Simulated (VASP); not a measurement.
# RbCl (rocksalt type) (Fm-3m) in VASP: further runs

RbCl (rocksalt type) is run at these levels: PBE; tasks: single point.

Everything below comes from runs of VASP 6.6.1. Logs are shortened: lines on timing, memory, paths and dates and some standing lists are left out, and cuts for length are marked.

## 1. The cell of the first run

The structure is cubic, space group Fm-3m (No. 225). The conventional cell has a = 6.584 Å, b = 6.584 Å, c = 6.584 Å, α = 90.00°, β = 90.00°, γ = 90.00°. Rb (site symmetry m-3m) has 6 Cl at 3.29 Å within 4.3 Å. Within 4.3 Å of Cl (site symmetry m-3m) lie 6 Rb at 3.29 Å.

## 2. Single point, PBE (volume scaled by 0.95)

Input file INCAR:

```
PREC = Accurate ; ENCUT = 500
EDIFF = 1E-6 ; ISMEAR = -1
SIGMA = 0.05 ; LREAL = False
LASPH = True ; NELM = 120
ALGO = Normal ; ISIF = 2
LWAVE = False ; LCHARG = True
GGA = PE ; LELF = True
LVHAR = True ; NBANDS = 15
GGA_COMPAT = False
```

Input file KPOINTS:

```
Automatic mesh
0
Gamma
  10 10 10
```

Input file POSCAR:

```
RbCl
1.0
    0.0000000000      3.2921887786      3.2921887786
    3.2921887786      0.0000000000      3.2921887786
    3.2921887786      3.2921887786      0.0000000000
Rb Cl
1 1
Direct
    0.0000000000      0.0000000000      0.0000000000
    0.5000000000      0.5000000000      0.5000000000
```

Potentials or basis: VASP PAW PBE potentials, release 64 (Rb_sv, Cl).

Run with:

```sh
> cat potpaw_PBE.64/Rb_sv/POTCAR potpaw_PBE.64/Cl/POTCAR > POTCAR
> mpirun -np 1 vasp_std > vasp.out
```

OUTCAR:

```text
PREC = Accurate
   ENCUT = 500
   EDIFF = 1E-6
   ISMEAR = -1
   LREAL = False
   LASPH = True
   NELM = 120
   ISIF = 2
   GGA = PE

 ion  position               nearest neighbor table
   1  0.000  0.000  0.000-   2 3.29   2 3.29   2 3.29   2 3.29   2 3.29   2 3.29
   2  0.500  0.500  0.500-   1 3.29   1 3.29   1 3.29   1 3.29   1 3.29   1 3.29

  LATTYP: Found a face centered cubic cell.
 ALAT       =     6.5843775572

  Lattice vectors:

 A1 = (   0.0000000000,   3.2921887786,   3.2921887786)
 A2 = (   3.2921887786,   0.0000000000,   3.2921887786)
 A3 = (   3.2921887786,   3.2921887786,   0.0000000000)

Analysis of symmetry for initial positions (statically):
=====================================================================
 Subroutine PRICEL returns:
 Original cell was already a primitive cell.

 Routine SETGRP: Setting up the symmetry group for a
 face centered cubic supercell.

 Subroutine GETGRP returns: Found 48 space group operations
 (whereof 48 operations were pure point group operations)
 out of a pool of 48 trial point group operations.

The static configuration has the point symmetry O_h .

Analysis of symmetry for dynamics (positions and initial velocities):
=====================================================================
 Subroutine PRICEL returns:
 Original cell was already a primitive cell.

 Routine SETGRP: Setting up the symmetry group for a
 face centered cubic supercell.

 Subroutine GETGRP returns: Found 48 space group operations
 (whereof 48 operations were pure point group operations)
 out of a pool of 48 trial point group operations.

The dynamic configuration has the point symmetry O_h .

 Subroutine INISYM returns: Found 48 space group operations
 (whereof 48 operations are pure point group operations),
 and found     1 'primitive' translations

----------------------------------------------------------------------------------------

                                     Primitive cell

  volume of cell :      71.3648

  direct lattice vectors                    reciprocal lattice vectors
     0.000000000  3.292188779  3.292188779    -0.151874644  0.151874644  0.151874644
     3.292188779  0.000000000  3.292188779     0.151874644 -0.151874644  0.151874644
     3.292188779  3.292188779  0.000000000     0.151874644  0.151874644 -0.151874644

  length of vectors
     4.655858021  4.655858021  4.655858021     0.263054600  0.263054600  0.263054600
[... 89 lines left out ...]
   POTIM  = 0.5000    time-step for ionic-motion
   TEBEG  =    0.0;   TEEND  =   0.0 temperature during run
   PSTRESS=    0.0 pullay stress
   NELECT =      16.0000    total number of electrons
   NUPDOWN=      -1.0000    fix difference up-down
   EMIN   =  10.00;   EMAX   =-10.00  energy-range for DOS
   EFERMI =   0.00;   METHOD = LEGACY
   ISMEAR =    -1;   SIGMA  =   0.05  broadening in eV -4-tet -1-fermi 0-gaus
   EFERMI_NEDOS =   21; number of points for ismear=-14 and -15
   IALGO  =     38    algorithm
   IMIX   =      4    mixing-type and parameters
     AMIX     =   0.40;   BMIX     =  1.00
     AMIX_MAG =   1.60;   BMIX_MAG =  1.00
  volume/ion in A,a.u.               =      35.68       240.80
  Fermi-wavevector in a.u.,A,eV,Ry     =   0.994535  1.879399 13.457522  0.989100
  Thomas-Fermi vector in A             =   2.126493
   LORBIT       =      0    0 simple, 1 ext, 2 COOP (PROOUT), +10 PAW based schemes
   GGA     = PE    functional components
   LHFCALC =     F    Hartree Fock is set to
   AEXX    =    0.0000 exact exchange contribution
   IVDW    =     0    specifies the selected vdW correction
   LEPSILON=     F    determine dielectric tensor
   LRPA    =     F    only Hartree local field effects (RPA)
 non-spin polarized calculation
  energy-cutoff  :      500.00
  volume of cell :       71.36
 maximum number of plane-waves:      1837
 NGX is ok and might be reduce to    36
   NGX = 17   NGY = 17   NGZ = 17

 number of electron      16.0000001 magnetization

 Free energy of the ion-electron system (eV)
  ---------------------------------------------------
  ext. energy  EPLUGINS =         0.00000000
  ---------------------------------------------------
  free energy    TOTEN  =        -6.66567247 eV

  energy without entropy =       -6.66567247  energy(sigma->0) =       -6.66567247

 E-fermi :  -0.7739     XC(G=0):  -7.3462

 val. band max:       -1.8833532820   @ k =   0.0000   0.0000   0.0000
 cond. band min:       3.1098306874   @ k =   0.0000   0.0000   0.0000
 fundamental gap:      4.9931839694
 Fermi energy:        -0.7738805858

 k-point     1 :       0.0000    0.0000    0.0000
  band No.  band energies     occupation
      1     -25.8091      2.00000
      2     -13.8802      2.00000
      3      -9.8579      2.00000
      4      -9.8579      2.00000
      5      -9.8579      2.00000
      6      -1.8834      2.00000
      7      -1.8834      2.00000
      8      -1.8834      2.00000
      9       3.1098      0.00000
     10       6.1097      0.00000
     11       6.1097      0.00000
     12       6.1097      0.00000
     13       7.0921      0.00000
     14       7.0921      0.00000
[... 401 lines left out ...]
      2     -13.8705      2.00000
      3      -9.9829      2.00000
      4      -9.9325      2.00000
      5      -9.9298      2.00000
      6      -2.3752      2.00000
      7      -2.0252      2.00000
      8      -2.0002      2.00000
      9       4.7033      0.00000
     10       5.4180      0.00000
     11       8.0277      0.00000
     12       8.3285      0.00000
     13       8.8223      0.00000
     14       8.8306      0.00000
     15       9.5907      0.00000

 [... further k-points ...]

------------------------ aborting loop because EDIFF is reached ----------------------------------------

  FORCE on cell =-STRESS in cart. coord.  units (eV):
  Direction    XX          YY          ZZ          XY          YZ          ZX
  --------------------------------------------------------------------------------------
  -------------------------------------------------------------------------------------
  Total        0.3709132      0.3709132      0.3709132      0.0000000     -0.0000000     -0.0000000
  in kB        8.3271936      8.3271936      8.3271936      0.0000000     -0.0000000     -0.0000000
  external PRESSURE =       8.3271936 kB  Pullay stress =       0.0000000 kB

 VOLUME and BASIS-vectors are now :
 -----------------------------------------------------------------------------
  energy-cutoff  :      500.00
  volume of cell :       71.36
      direct lattice vectors                 reciprocal lattice vectors
     0.000000000  3.292188779  3.292188779    -0.151874644  0.151874644  0.151874644
     3.292188779  0.000000000  3.292188779     0.151874644 -0.151874644  0.151874644
     3.292188779  3.292188779  0.000000000     0.151874644  0.151874644 -0.151874644

 POSITION                                       TOTAL-FORCE (eV/Angst)
 -----------------------------------------------------------------------------------
      0.00000      0.00000      0.00000         0.000000      0.000000      0.000000
      3.29219      3.29219      3.29219        -0.000000     -0.000000     -0.000000
 -----------------------------------------------------------------------------------
    total drift:                                0.000000      0.000000      0.000000

  FREE ENERGIE OF THE ION-ELECTRON SYSTEM (eV)
  ---------------------------------------------------
  free  energy   TOTEN  =        -6.6656724736 eV

  energy  without entropy=       -6.6656724736  energy(sigma->0) =       -6.66567247
```

stdout:

```text
POSCAR found type information on POSCAR RbCl
 POSCAR found :  2 types and       2 ions
 scaLAPACK will be used
 LDA part: xc-table for (Slater+PW92), standard interpolation
 POSCAR, INCAR and KPOINTS ok, starting setup
 FFT: planning ... GRIDC
 FFT: planning ... GRID_SOFT
 FFT: planning ... GRID
 WAVECAR not read
 entering main loop
```

Wall time 33 s (1 thread of AMD EPYC 9R14 (Zen 4), shared host); peak memory 0.19 GiB.

Results:

* Free energy: -6.6657 eV
* Pressure: 0.8 GPa
* Band gap on the k mesh: 4.99 eV, direct

Levels at points of the mesh, in eV from the valence-band top:
```tsv
k point	band 4	band 5	band 6	band 7	band 8	band 9	band 10	band 11	band 12	band 13
(0.00, 0.00, 0.00)	-7.97	-7.97	0.00	0.00	0.00	4.99	7.99	7.99	7.99	8.98
(0.50, 0.00, 0.00)	-7.99	-7.95	-0.86	-0.34	-0.34	7.75	7.97	10.15	10.15	11.36
(0.50, 0.50, 0.00)	-8.07	-8.07	-0.32	-0.10	-0.10	6.21	8.06	9.71	10.07	10.39
```

Caveat: the cell differs from its parent crystal (volume scaled by 0.95). A k mesh can miss the band edges.

## 3. Single point, PBE (volume scaled by 0.975)

Input file INCAR:

```
SYSTEM = RbCl
ALGO     = Normal         ! electronic algorithm
EDIFF    = 1E-6           ! SCF threshold, eV
ENCUT    = 500            ! plane-wave cutoff, eV
GGA      = PE             ! functional
GGA_COMPAT= .FALSE.      
ISIF     = 2              ! what is computed and relaxed
ISMEAR   = -1             ! smearing method
LASPH    = .TRUE.         ! aspherical terms in the spheres
LCHARG   = .FALSE.        ! write CHGCAR
LREAL    = .FALSE.        ! projectors in reciprocal space
LWAVE    = .FALSE.        ! write WAVECAR
NBANDS   = 15             ! bands
NELM     = 120            ! most SCF steps
PREC     = Accurate       ! precision mode
SIGMA    = 0.05           ! smearing width, eV
```

Input file KPOINTS:

```
k-points
0
G
  10 10 10
  0 0 0
```

Input file POSCAR:

```
RbCl
1.0
    0.0000000000      3.3208179441      3.3208179441
    3.3208179441      0.0000000000      3.3208179441
    3.3208179441      3.3208179441      0.0000000000
Rb Cl
1 1
Direct
    0.0000000000      0.0000000000      0.0000000000
    0.5000000000      0.5000000000      0.5000000000
```

Potentials or basis: VASP PAW PBE potentials, release 64 (Rb_sv, Cl).

Run with:

```sh
> cat potpaw_PBE.64/Rb_sv/POTCAR potpaw_PBE.64/Cl/POTCAR > POTCAR
> mpirun -np 1 vasp_std > vasp.out
```

Wall time 31 s (1 thread of AMD EPYC 9R14 (Zen 4), shared host); peak memory 0.19 GiB.

Results (log left out):

* Free energy: -6.6732 eV
* Pressure: 0.4 GPa
* Band gap on the k mesh: 4.91 eV, direct

Levels at points of the mesh, in eV from the valence-band top:
| k point | band 4 | band 5 | band 6 | band 7 | band 8 | band 9 | band 10 | band 11 | band 12 | band 13 |
| --- | --- | --- | --- | --- | --- | --- | --- | --- | --- | --- |
| (0.00, 0.00, 0.00) | -8.04 | -8.04 | 0.00 | 0.00 | 0.00 | 4.91 | 7.97 | 7.97 | 7.97 | 8.94 |
| (0.50, 0.00, 0.00) | -8.05 | -8.02 | -0.82 | -0.32 | -0.32 | 7.66 | 7.87 | 10.05 | 10.05 | 11.27 |
| (0.50, 0.50, 0.00) | -8.13 | -8.13 | -0.32 | -0.10 | -0.10 | 6.23 | 7.94 | 9.56 | 10.01 | 10.27 |

Caveat: the cell differs from its parent crystal (volume scaled by 0.975).

## 4. Single point, PBE

This run uses another cell than the first one, of 37.56 Å³/atom, 1.053 times its volume.

Input file INCAR:

```
SYSTEM = RbCl
PREC     = Accurate       ! precision mode
ENCUT    = 500            ! plane-wave cutoff, eV
EDIFF    = 1E-6           ! SCF threshold, eV
ISMEAR   = -1             ! smearing method
SIGMA    = 0.05           ! smearing width, eV
LREAL    = .False.        ! projectors in reciprocal space
LASPH    = .True.         ! aspherical terms in the spheres
NELM     = 120            ! most SCF steps
ALGO     = Normal         ! electronic algorithm
ISIF     = 2              ! what is computed and relaxed
LWAVE    = .False.        ! write WAVECAR
LCHARG   = .True.         ! write CHGCAR
GGA      = PE             ! functional
LELF     = .True.         ! ELF
LVHAR    = .True.       
NBANDS   = 15             ! bands
GGA_COMPAT= .False.
```

Input file KPOINTS:

```
Automatic mesh
0
Gamma
  10 10 10
  0 0 0
```

Input file POSCAR:

```
RbCl
1.0
    0.0000000000      3.3489618109      3.3489618109
    3.3489618109      0.0000000000      3.3489618109
    3.3489618109      3.3489618109      0.0000000000
Rb Cl
1 1
Direct
    0.0000000000      0.0000000000      0.0000000000
    0.5000000000      0.5000000000      0.5000000000
```

Potentials or basis: VASP PAW PBE potentials, release 64 (Rb_sv, Cl).

Run with:

```sh
> cat potpaw_PBE.64/Rb_sv/POTCAR potpaw_PBE.64/Cl/POTCAR > POTCAR
> mpirun -np 1 vasp_std > vasp.out
```

OUTCAR:

```text
SYSTEM = RbCl
   PREC = Accurate
   ENCUT = 500
   EDIFF = 1E-6
   ISMEAR = -1
   LREAL = .False.
   LASPH = .True.
   NELM = 120
   ISIF = 2
   GGA = PE

 ion  position               nearest neighbor table
   1  0.000  0.000  0.000-   2 3.35   2 3.35   2 3.35   2 3.35   2 3.35   2 3.35
   2  0.500  0.500  0.500-   1 3.35   1 3.35   1 3.35   1 3.35   1 3.35   1 3.35

  LATTYP: Found a face centered cubic cell.
 ALAT       =     6.6979236218

  Lattice vectors:

 A1 = (   0.0000000000,   3.3489618109,   3.3489618109)
 A2 = (   3.3489618109,   0.0000000000,   3.3489618109)
 A3 = (   3.3489618109,   3.3489618109,   0.0000000000)

Analysis of symmetry for initial positions (statically):
=====================================================================
 Subroutine PRICEL returns:
 Original cell was already a primitive cell.

 Routine SETGRP: Setting up the symmetry group for a
 face centered cubic supercell.

 Subroutine GETGRP returns: Found 48 space group operations
 (whereof 48 operations were pure point group operations)
 out of a pool of 48 trial point group operations.

The static configuration has the point symmetry O_h .

Analysis of symmetry for dynamics (positions and initial velocities):
=====================================================================
 Subroutine PRICEL returns:
 Original cell was already a primitive cell.

 Routine SETGRP: Setting up the symmetry group for a
 face centered cubic supercell.

 Subroutine GETGRP returns: Found 48 space group operations
 (whereof 48 operations were pure point group operations)
 out of a pool of 48 trial point group operations.

The dynamic configuration has the point symmetry O_h .

 Subroutine INISYM returns: Found 48 space group operations
 (whereof 48 operations are pure point group operations),
 and found     1 'primitive' translations

----------------------------------------------------------------------------------------

                                     Primitive cell
[... 119 lines left out ...]
   IVDW    =     0    specifies the selected vdW correction
   LEPSILON=     F    determine dielectric tensor
   LRPA    =     F    only Hartree local field effects (RPA)
 non-spin polarized calculation
  energy-cutoff  :      500.00
  volume of cell :       75.12
 maximum number of plane-waves:      1924
   NGX = 17   NGY = 17   NGZ = 17

 number of electron      16.0000000 magnetization

 Free energy of the ion-electron system (eV)
  ---------------------------------------------------
  ext. energy  EPLUGINS =         0.00000000
  ---------------------------------------------------
  free energy    TOTEN  =        -6.67584057 eV

  energy without entropy =       -6.67584057  energy(sigma->0) =       -6.67584057

 E-fermi :  -0.8850     XC(G=0):  -7.1422

 val. band max:       -2.0668954078   @ k =   0.0000   0.0000   0.0000
 cond. band min:       2.7664039362   @ k =   0.0000   0.0000   0.0000
 fundamental gap:      4.8332993440
 Fermi energy:        -0.8850395091

 k-point     1 :       0.0000    0.0000    0.0000
  band No.  band energies     occupation
      1     -26.1181      2.00000
      2     -14.0200      2.00000
      3     -10.1669      2.00000
      4     -10.1669      2.00000
      5     -10.1669      2.00000
      6      -2.0669      2.00000
      7      -2.0669      2.00000
      8      -2.0669      2.00000
      9       2.7664      0.00000
     10       5.8864      0.00000
     11       5.8864      0.00000
     12       5.8864      0.00000
     13       6.8364      0.00000
     14       6.8364      0.00000
[... 401 lines left out ...]
      2     -14.0084      2.00000
      3     -10.2710      2.00000
      4     -10.2284      2.00000
      5     -10.2266      2.00000
      6      -2.5289      2.00000
      7      -2.2035      2.00000
      8      -2.1804      2.00000
      9       4.5293      0.00000
     10       5.0122      0.00000
     11       7.7252      0.00000
     12       7.8916      0.00000
     13       8.4052      0.00000
     14       8.4404      0.00000
     15       9.1142      0.00000

 [... further k-points ...]

------------------------ aborting loop because EDIFF is reached ----------------------------------------

  FORCE on cell =-STRESS in cart. coord.  units (eV):
  Direction    XX          YY          ZZ          XY          YZ          ZX
  --------------------------------------------------------------------------------------
  -------------------------------------------------------------------------------------
  Total       -0.0014515     -0.0014515     -0.0014515      0.0000000      0.0000000      0.0000000
  in kB       -0.0309566     -0.0309566     -0.0309566      0.0000000      0.0000000      0.0000000
  external PRESSURE =      -0.0309566 kB  Pullay stress =       0.0000000 kB

 VOLUME and BASIS-vectors are now :
 -----------------------------------------------------------------------------
  energy-cutoff  :      500.00
  volume of cell :       75.12
      direct lattice vectors                 reciprocal lattice vectors
     0.000000000  3.348961811  3.348961811    -0.149300000  0.149300000  0.149300000
     3.348961811  0.000000000  3.348961811     0.149300000 -0.149300000  0.149300000
     3.348961811  3.348961811  0.000000000     0.149300000  0.149300000 -0.149300000

 POSITION                                       TOTAL-FORCE (eV/Angst)
 -----------------------------------------------------------------------------------
      0.00000      0.00000      0.00000         0.000000      0.000000     -0.000000
      3.34896      3.34896      3.34896        -0.000000     -0.000000      0.000000
 -----------------------------------------------------------------------------------
    total drift:                                0.000000      0.000000      0.000000

  FREE ENERGIE OF THE ION-ELECTRON SYSTEM (eV)
  ---------------------------------------------------
  free  energy   TOTEN  =        -6.6758405679 eV

  energy  without entropy=       -6.6758405679  energy(sigma->0) =       -6.67584057
```

stdout:

```text
POSCAR found type information on POSCAR RbCl
 POSCAR found :  2 types and       2 ions
 scaLAPACK will be used
 LDA part: xc-table for (Slater+PW92), standard interpolation
 POSCAR, INCAR and KPOINTS ok, starting setup
 FFT: planning ... GRIDC
 FFT: planning ... GRID_SOFT
 FFT: planning ... GRID
 WAVECAR not read
 entering main loop
```

Run time: 33 s. Hardware: 1 thread of AMD EPYC 9R14 (Zen 4), shared host; peak memory 0.19 GiB.

Results:

```yaml
Free_energy: -6.6758 eV
Pressure: 0.0 GPa
Band_gap_on_the_k_mesh: 4.83 eV, direct
```

Levels at points of the mesh, in eV from the valence-band top:
| k point | band 5 | band 6 | band 7 | band 8 | band 9 | band 10 | band 11 | band 12 |
| --- | --- | --- | --- | --- | --- | --- | --- | --- |
| (0.00, 0.00, 0.00) | -8.10 | 0.00 | 0.00 | 0.00 | 4.83 | 7.95 | 7.95 | 7.95 |
| (0.50, 0.00, 0.00) | -8.08 | -0.79 | -0.30 | -0.30 | 7.57 | 7.78 | 9.96 | 9.96 |
| (0.50, 0.50, 0.00) | -8.18 | -0.32 | -0.10 | -0.10 | 6.24 | 7.83 | 9.42 | 9.95 |

(Continued in part 2 of 2.)
